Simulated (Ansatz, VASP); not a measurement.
## One calculation of H, two programs

```xyz
2
Lattice="8.0000 0.0000 0.0000 0.0000 8.0000 0.0000 0.0000 0.0000 8.0000" Properties=species:S:1:pos:R:3 pbc="T T T"
H     4.0000    4.0000    3.5750
H     4.0000    4.0000    4.4250
```

Alike in both runs: task single point; functional r2SCAN; k mesh 1 × 1 × 1; no spin polarisation.

```csv
,VASP,Ansatz
version,VASP 6.6.1,Ansatz 0.2.0
potentials or method,"VASP PAW PBE potentials, release 64 (H), cutoff 440 eV","scalar-relativistic, plane waves, PAW"
occupations,"gaussian, width 0.01 eV",fixed
valence electrons in the cell,2,2
```

|  | VASP | Ansatz | Ansatz less VASP |
| --- | --- | --- | --- |
| gap on the k mesh at the Fermi level (eV) | 10.41 | 10.72 | +0.309 |
| rms of the force components (eV/Å) | 1.621 | 1.647 | +0.0267 |

VASP's potentials were made for PBE, not for r2SCAN. Atom by atom the forces differ by 0.027 eV/Å (rms over components). Ansatz's warnings: xc potential rough in thin density.
